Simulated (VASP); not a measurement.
FeO (Wuestite), 2 atoms in the cell. The typed cell holds 2 atoms: a = 3.031 Å, b = 3.031 Å, c = 3.031 Å, α = 59.99°, β = 59.99°, γ = 59.99°. 

| Property | Result |
| --- | --- |
| Program | VASP 6.6.1 |
| Task | single point |
| Functional | revPBE |
| Dispersion | D4 |
| Potentials or basis | VASP PAW PBE potentials, release 64 (Fe, O) |
| Cutoff | 520 eV |
| k mesh | 11 × 11 × 11 |
| Occupations | fermi-dirac, width 0.05 eV |
| Spin | collinear spin, ferromagnetic start |
| Starting moments | [3.0, 0.0] μB |
| Dipole correction | no |
| Further INCAR settings | ALGO = Normal; EDIFF = 1e-06; NBANDS = 18 |

Potentials or basis: VASP PAW PBE potentials, release 64 (Fe, O).

The run is started by

```bash
$ cat potpaw_PBE.64/Fe/POTCAR potpaw_PBE.64/O/POTCAR > POTCAR
$ mpirun -np 1 vasp_std > vasp.out
```

Hardware: 1 thread of AMD EPYC 7R13, on a shared host.

Question: How long does it take, and how much memory?

Answer: Wall time 5.2 min on 1 thread of AMD EPYC 7R13, on a shared host, peak memory 0.18 GiB. Counts: scf iterations 15, k points 146.
